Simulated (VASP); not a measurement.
Write the native input for VASP 6.6.1 that does the following.

```
Task                   : single point
Functional             : revPBE
Potentials or basis    : VASP PAW PBE potentials, release 64 (Ga_d)
Cutoff                 : 520 eV
k mesh                 : 10 × 10 × 10
Occupations            : fermi-dirac, width 0.1 eV
Spin                   : no spin polarisation
Dipole correction      : no
Further INCAR settings : ALGO = Normal; EDIFF = 1e-06; NBANDS = 20
```

The structure of Ga lies in POSCAR:

```
Ga
1.0
    0.0000000000      2.8917603068      2.8917603068
    2.8917603068      0.0000000000      2.8917603068
    2.8917603068      2.8917603068      0.0000000000
Ga
2
Direct
    0.1250000000      0.1250000000      0.1250000000
    0.8750000000      0.8750000000      0.8750000000
```

This cell differs from its parent crystal: volume scaled by 0.92.

These files were run (other wordings do the same):

INCAR

```
PREC = Accurate ; ENCUT = 520
EDIFF = 1E-6 ; ISMEAR = -1
SIGMA = 0.1 ; LREAL = F
LASPH = T ; NELM = 60
ALGO = Normal ; ISIF = 2
LWAVE = F ; LCHARG = T
GGA = RE ; LELF = T
LVHAR = T ; NBANDS = 20
```

KPOINTS

```
Automatic mesh
0
Gamma
  10 10 10
```

Potentials or basis: VASP PAW PBE potentials, release 64 (Ga_d).

Launch:

```sh
$ cat potpaw_PBE.64/Ga_d/POTCAR > POTCAR
$ mpirun -np 1 vasp_std > vasp.out
```

Results of the run:

The pressure is 3.4 GPa and the band gap on the k mesh is zero (band 13 reaches 5.86 eV, above the bottom of band 14 at 1.54 eV).

Caveat: the PAW data sets were made with another functional, which shifts forces and pressure a little.

Run time: 19 s on 1 thread of Intel(R) Xeon(R) 6975P-C (Granite Rapids), with other jobs on the host, peak memory 0.18 GiB.
